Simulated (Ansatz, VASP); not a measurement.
Two plane-wave programs on CeO2

Contents of POSCAR:

```
CeO2
1.0
    0.0000000000      2.7312028182      2.7312028182
    2.7312028182      0.0000000000      2.7312028182
    2.7312028182      2.7312028182      0.0000000000
Ce O
1 2
Direct
    0.0000000000      0.0000000000      0.0000000000
    0.2500000000      0.2500000000      0.2500000000
    0.7500000000      0.7500000000      0.7500000000
```

The input INCAR.step1:

```
ALGO = Normal ; EDIFF = 1E-4
ENCUT = 520 ; GGA = PE
ISMEAR = 0 ; LASPH = T
LCHARG = F ; LREAL = F
LWAVE = T ; NBANDS = 19
NELM = 60 ; PREC = Accurate
SIGMA = 0.05
```

The input INCAR.step2:

```
ALGO = Normal ; EDIFF = 1E-6
ENCUT = 520 ; ISIF = 2
ISMEAR = 0 ; ISTART = 1
IVDW = 13 ; LASPH = T
LCHARG = F ; LMIXTAU = T
LREAL = F ; LWAVE = F
METAGGA = R2SCAN ; NBANDS = 19
NELM = 60 ; PREC = Accurate
SIGMA = 0.05 ; VDW_A1 = 0.51559235
VDW_A2 = 5.77342911 ; VDW_S6 = 1.0
VDW_S8 = 0.6018749
```

The input KPOINTS:

```
k-points
0
Gamma
  8 8 8
```

Input for Ansatz:

```yaml
crystal:
  lattice:
    - [0.0, 2.7312028182, 2.7312028182]
    - [2.7312028182, 0.0, 2.7312028182]
    - [2.7312028182, 2.7312028182, 0.0]
  atoms:
    - { symbol: Ce, position: [0.0, 0.0, 0.0] }
    - { symbol: O, position: [0.25, 0.25, 0.25] }
    - { symbol: O, position: [0.75, 0.75, 0.75] }
basis:
  ecutwfc: 500
  ecutrho_ratio: 4
kpoints:
  mp_grid: { grid: [8, 8, 8] }
hamiltonian:
  xc: r2scan
  dispersion: d4
scf:
  occupations: { method: gaussian, width: 0.05 }
output:
  forces: true
  stress: true
  eigenvalues: true
```

Alike in both runs: task single point; functional r2SCAN; dispersion D4; k mesh 8 × 8 × 8; occupations gaussian, width 0.05 eV; no spin polarisation.

|  | VASP | Ansatz |
| --- | --- | --- |
| version | VASP 6.6.1 | Ansatz 0.2.0 |
| potentials or method | VASP PAW PBE potentials, release 64 (Ce, O), cutoff 520 eV | scalar-relativistic, plane waves, PAW |
| valence electrons in the cell | 24 | 24 |

|  | VASP | Ansatz | Ansatz less VASP |
| --- | --- | --- | --- |
| gap on the k mesh at the Fermi level (eV) | 2.12 | 2.16 | +0.040 |
| least direct gap on the mesh (eV) | 2.24 | 2.28 | +0.039 |
| pressure (GPa) | -3.9 | -3.7 | +0.23 |

VASP's potentials were made for PBE, not for r2SCAN.

Spin-orbit coupling is off throughout.
